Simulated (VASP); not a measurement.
# AsRhBr6 (P4/mmm) in VASP: a series of runs, part 2 of 2

VASP 6.6.1. Earlier steps stand in the parts before.

### 3 Single point, r2SCAN+rVV10

This run uses another cell than the first one, of 22.44 Å³/atom.

The input, POSCAR:

```
AsRhBr6
1.0
    5.1136944755      0.0000000000      0.0000000000
    0.0000000000      5.1136944755      0.0000000000
    0.0000000000      0.0000000000      6.8639807438
As Rh Br
1 1 6
Direct
    0.0000000000      0.0000000000      0.5000000000
    0.0000000000      0.0000000000      0.0000000000
    0.5000000000      0.5000000000      0.0000000000
    0.5000000000      0.5000000000      0.5000000000
    0.5000000000      0.0000000000      0.2379094029
    0.5000000000      0.0000000000      0.7620905971
    0.0000000000      0.5000000000      0.2379094029
    0.0000000000      0.5000000000      0.7620905971
```

The input, INCAR.step1:

```
SYSTEM = AsRhBr6
  PREC = Accurate
  ENCUT = 520
  ISMEAR = -1
  SIGMA = 0.03
  LREAL = .FALSE.
  LASPH = .TRUE.
  NELM = 60
  NBANDS = 41
  GGA = PE
  ALGO = Normal
  EDIFF = 1E-4
  LWAVE = .TRUE.
  LCHARG = .FALSE.
```

The input, INCAR.step2:

```
SYSTEM = AsRhBr6
  PREC = Accurate
  ENCUT = 520
  EDIFF = 1E-7
  ISMEAR = -1
  SIGMA = 0.03
  LREAL = .FALSE.
  LASPH = .TRUE.
  NELM = 60
  ALGO = Normal
  ISIF = 2
  LWAVE = .FALSE.
  LCHARG = .FALSE.
  METAGGA = R2SCAN
  LMIXTAU = .TRUE.
  LUSE_VDW = .TRUE.
  IVDW_NL = 2
  BPARAM = 11.95
  CPARAM = 0.0093
  NBANDS = 41
  ISTART = 1
```

The input, KPOINTS:

```
Automatic mesh
0
G
  6 6 4
  0 0 0
```

Potentials or basis: VASP PAW PBE potentials, release 64 (As, Rh_pv, Br).

The run is started by

```bash
> cat potpaw_PBE.64/As/POTCAR potpaw_PBE.64/Rh_pv/POTCAR potpaw_PBE.64/Br/POTCAR > POTCAR
> cp INCAR.step1 INCAR
> mpirun -np 1 vasp_std > vasp.out
> cp INCAR.step2 INCAR
> mpirun -np 1 vasp_std > vasp.out
```

OUTCAR:

```text
SYSTEM = AsRhBr6
   PREC = Accurate
   ENCUT = 520
   EDIFF = 1E-7
   ISMEAR = -1
   LREAL = .FALSE.
   LASPH = .TRUE.
   NELM = 60
   ISIF = 2
   METAGGA = R2SCAN
   IVDW_NL = 2
   BPARAM = 11.95
   ISTART = 1

 ion  position               nearest neighbor table
   1  0.000  0.000  0.500-
   2  0.000  0.000  0.000-   5 3.03   6 3.03   7 3.03   8 3.03   7 3.03   8 3.03   5 3.03   6 3.03

   3  0.500  0.500  0.000-
   4  0.500  0.500  0.500-
   5  0.500  0.000  0.238-   2 3.03   2 3.03
   6  0.500  0.000  0.762-   2 3.03   2 3.03
   7  0.000  0.500  0.238-   2 3.03   2 3.03
   8  0.000  0.500  0.762-   2 3.03   2 3.03

  LATTYP: Found a simple tetragonal cell.
 ALAT       =     5.1136944755
 C/A-ratio  =     1.3422743139

  Lattice vectors:

 A1 = (   5.1136944755,   0.0000000000,   0.0000000000)
 A2 = (   0.0000000000,   5.1136944755,   0.0000000000)
 A3 = (   0.0000000000,   0.0000000000,   6.8639807438)

Analysis of symmetry for initial positions (statically):
=====================================================================
 Subroutine PRICEL returns:
 Original cell was already a primitive cell.

 Routine SETGRP: Setting up the symmetry group for a
 simple tetragonal supercell.

 Subroutine GETGRP returns: Found 16 space group operations
 (whereof 16 operations were pure point group operations)
 out of a pool of 16 trial point group operations.

The static configuration has the point symmetry D_4h.

Analysis of symmetry for dynamics (positions and initial velocities):
=====================================================================
 Subroutine PRICEL returns:
 Original cell was already a primitive cell.

 Routine SETGRP: Setting up the symmetry group for a
 simple tetragonal supercell.

 Subroutine GETGRP returns: Found 16 space group operations
 (whereof 16 operations were pure point group operations)
 out of a pool of 16 trial point group operations.

The dynamic configuration has the point symmetry D_4h.

 Subroutine INISYM returns: Found 16 space group operations
 (whereof 16 operations are pure point group operations),
 and found     1 'primitive' translations

----------------------------------------------------------------------------------------

                                     Primitive cell

  volume of cell :     179.4922

  direct lattice vectors                    reciprocal lattice vectors
     5.113694476  0.000000000  0.000000000     0.195553333  0.000000000  0.000000000
     0.000000000  5.113694476  0.000000000     0.000000000  0.195553333  0.000000000
     0.000000000  0.000000000  6.863980744     0.000000000  0.000000000  0.145688054

  length of vectors
     5.113694476  5.113694476  6.863980744     0.195553333  0.195553333  0.145688054

  position of ions in fractional coordinates (direct lattice)
     0.000000000  0.000000000  0.500000000
     0.000000000  0.000000000  0.000000000
     0.500000000  0.500000000  0.000000000
     0.500000000  0.500000000  0.500000000
     0.500000000  0.000000000  0.237909403
     0.500000000  0.000000000  0.762090597
     0.000000000  0.500000000  0.237909403
[... 35 lines left out ...]
 ===========================================

 Found     30 irreducible k-points:

 Following reciprocal coordinates:
            Coordinates               Weight
  0.000000  0.000000  0.000000      1.000000
  0.166667  0.000000  0.000000      4.000000
  0.333333  0.000000  0.000000      4.000000
  0.500000  0.000000  0.000000      2.000000
  0.166667  0.166667  0.000000      4.000000
  0.333333  0.166667  0.000000      8.000000
[... 16 lines left out ...]
  0.333333  0.000000  0.500000      4.000000
  0.500000  0.000000  0.500000      2.000000
 [... further k-points ...]
   k-points           NKPTS =     30   k-points in BZ     NKDIM =     30   number of bands    NBANDS=     41
   number of dos      NEDOS =    301   number of ions     NIONS =      8
   total plane-waves  NPLWV =  86400
   dimension x,y,z NGX =    40 NGY =   40 NGZ =   54
   dimension x,y,z NGXF=    80 NGYF=   80 NGZF=  108
   ions per type =               1   1   6
   NGX,Y,Z   is equivalent  to a cutoff of  13.00, 13.00, 13.08 a.u.
   NGXF,Y,Z  is equivalent  to a cutoff of  26.01, 26.01, 26.16 a.u.
 SYSTEM =  AsRhBr6
   PREC   = accura    normal or accurate (medium, high low for compatibility)
   ISTART =      1    job   : 0-new  1-cont  2-samecut
   ICHARG =      0    charge: 1-file 2-atom 10-const
   ISPIN  =      1    spin polarized calculation?
   LNONCOLLINEAR =      F non collinear calculations
   LSORBIT =      F    spin-orbit coupling
   LASPH  =      T    aspherical Exc in radial PAW
   ENCUT  =  520.0 eV  38.22 Ry    6.18 a.u.   9.51  9.51 12.76*2*pi/ulx,y,z
   NELM   =     60;   NELMIN=  2; NELMDL=  0     # of ELM steps
   EDIFF  = 0.1E-06   stopping-criterion for ELM
   LREAL  =      F    real-space projection
   EDIFFG = 0.1E-05   stopping-criterion for IOM
   NSW    =      0    number of steps for IOM
   IBRION =     -1    ionic relax: 0-MD 1-quasi-New 2-CG
   NFREE  =      0    steps in history (QN), initial steepest desc. (CG)
   ISIF   =      2    stress and relaxation
   ISYM   =      2    0-nonsym 1-usesym 2-fastsym
   POTIM  = 0.5000    time-step for ionic-motion
   TEBEG  =    0.0;   TEEND  =   0.0 temperature during run
   PSTRESS=    0.0 pullay stress
   NELECT =      62.0000    total number of electrons
   NUPDOWN=      -1.0000    fix difference up-down
   EMIN   =  10.00;   EMAX   =-10.00  energy-range for DOS
   EFERMI =   0.00;   METHOD = LEGACY
   ISMEAR =    -1;   SIGMA  =   0.03  broadening in eV -4-tet -1-fermi 0-gaus
   EFERMI_NEDOS =   21; number of points for ismear=-14 and -15
   IALGO  =     38    algorithm
   IMIX   =      4    mixing-type and parameters
     AMIX     =   0.40;   BMIX     =  1.00
     AMIX_MAG =   1.60;   BMIX_MAG =  1.00
  volume/ion in A,a.u.               =      22.44       151.41
  Fermi-wavevector in a.u.,A,eV,Ry     =   1.148657  2.170646 17.951688  1.319412
  Thomas-Fermi vector in A             =   2.285330
   LORBIT       =      0    0 simple, 1 ext, 2 COOP (PROOUT), +10 PAW based schemes
   METAGGA = R2SCAN    functional components
   LHFCALC =     F    Hartree Fock is set to
   AEXX    =    0.0000 exact exchange contribution
   IVDW_NL    =     2    kernel type
   BPARAM     =11.9500
   IVDW    =     0    specifies the selected vdW correction
   LEPSILON=     F    determine dielectric tensor
   LRPA    =     F    only Hartree local field effects (RPA)
 non-spin polarized calculation
  energy-cutoff  :      520.00
  volume of cell :      179.49
 maximum number of plane-waves:      4882
 NGX is ok and might be reduce to    40
   NGX = 19   NGY = 19   NGZ = 25

 number of electron      62.0000014 magnetization

 Free energy of the ion-electron system (eV)
  ---------------------------------------------------
  ext. energy  EPLUGINS =         0.00000000
  ---------------------------------------------------
  free energy    TOTEN  =      -111.21297612 eV

  energy without entropy =     -111.18906616  energy(sigma->0) =     -111.20102114

 E-fermi :   3.9028     XC(G=0): -10.6928

 val. band max:        3.8970605221   @ k =   0.0000   0.0000   0.5000
 cond. band min:       3.9099165127   @ k =   0.3333   0.0000   0.0000
 fundamental gap:      0.0128559906
 Fermi energy:         3.9027839680

 k-point     1 :       0.0000    0.0000    0.0000
  band No.  band energies     occupation
      1     -42.8091      2.00000
      2     -42.7498      2.00000
      3     -42.7498      2.00000
      4     -13.1473      2.00000
      5     -11.8031      2.00000
      6     -11.6194      2.00000
[... 1045 lines left out ...]
     40      11.7097      0.00000
     41      13.8556      0.00000

 [... further k-points ...]
[... 5 lines left out ...]
  --------------------------------------------------------------------------------------
  -------------------------------------------------------------------------------------
  Total        0.2363247      0.2363247      0.1529448      0.0000000      0.0000000      0.0000000
  in kB        2.1094736      2.1094736      1.3652103      0.0000000      0.0000000      0.0000000
  external PRESSURE =       1.8613859 kB  Pullay stress =       0.0000000 kB

 VOLUME and BASIS-vectors are now :
 -----------------------------------------------------------------------------
  energy-cutoff  :      520.00
  volume of cell :      179.49
      direct lattice vectors                 reciprocal lattice vectors
     5.113694476  0.000000000  0.000000000     0.195553333  0.000000000  0.000000000
     0.000000000  5.113694476  0.000000000     0.000000000  0.195553333  0.000000000
     0.000000000  0.000000000  6.863980744     0.000000000  0.000000000  0.145688054

 POSITION                                       TOTAL-FORCE (eV/Angst)
 -----------------------------------------------------------------------------------
      0.00000      0.00000      3.43199         0.000000      0.000000      0.000000
      0.00000      0.00000      0.00000         0.000000      0.000000      0.000000
      2.55685      2.55685      0.00000         0.000000      0.000000      0.000000
      2.55685      2.55685      3.43199         0.000000      0.000000      0.000000
      2.55685      0.00000      1.63301         0.000000      0.000000      0.007784
      2.55685      0.00000      5.23098         0.000000      0.000000     -0.007784
      0.00000      2.55685      1.63301         0.000000      0.000000      0.007784
      0.00000      2.55685      5.23098        -0.000000      0.000000     -0.007784
 -----------------------------------------------------------------------------------
    total drift:                                0.000000      0.000000     -0.000000

  FREE ENERGIE OF THE ION-ELECTRON SYSTEM (eV)
  ---------------------------------------------------
  free  energy   TOTEN  =      -111.2129761220 eV

  energy  without entropy=     -111.1890661640  energy(sigma->0) =     -111.20102114
```

Run time: 24 min. Hardware: 1 thread of Oxide Virtual Turin-like, shared host; peak memory 0.71 GiB.

Results:

```
Free energy            : -111.2130 eV
Pressure               : 0.2 GPa
Largest force          : 0.008 eV/Å
Band gap on the k mesh : zero (bands 31 and 32 overlap by 0.54 eV)
```

Forces in eV/Å, atoms in the order of the input:
```
As   0.000  0.000  0.000
Rh   0.000  0.000  0.000
Br   0.000  0.000  0.000
Br   0.000  0.000  0.000
Br   0.000  0.000  0.008
Br   0.000  0.000 -0.008
Br   0.000  0.000  0.008
Br   0.000  0.000 -0.008
```

Caveat: the PAW data sets were made with another functional, which shifts forces and pressure a little.
